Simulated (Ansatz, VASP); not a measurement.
## Si in VASP and in Ansatz

```
Si
1.0
     0.00000    2.49126    5.18163
     2.28861    0.00000    5.18163
     2.28861    2.49126    0.00000
Si
4
Direct
  0.72972 0.27028 0.72972
  0.27028 0.72972 0.27028
  0.77443 0.77443 0.22557
  0.22557 0.22557 0.77443
```

Alike in both runs: task single point; functional LDA; k mesh 16 × 16 × 16; occupations gaussian, width 0.15 eV; no spin polarisation.

|  | VASP | Ansatz |
| --- | --- | --- |
| version | VASP 6.6.1 | Ansatz 0.2.0 |
| potentials or method | VASP PAW LDA potentials, release 64 (Si), cutoff 520 eV | scalar-relativistic, plane waves, PAW |
| valence electrons in the cell | 16 | 16 |

```tsv
	VASP	Ansatz	Ansatz less VASP
gap on the k mesh at the Fermi level (eV)	none	none	-
pressure (GPa)	5.6	5.5	-0.10
traceless stress, the component that is largest in VASP (GPa)	-16.28	-16.20	+0.079
rms of the force components (eV/Å)	0.335	0.332	-0.0024
```

LDA's correlation is that of Perdew and Zunger in VASP and of Perdew and Wang (1992) in Ansatz. Atom by atom the forces differ by 0.002 eV/Å (rms over components). A gap of «none» marks a metal or a gap that the smearing closes.
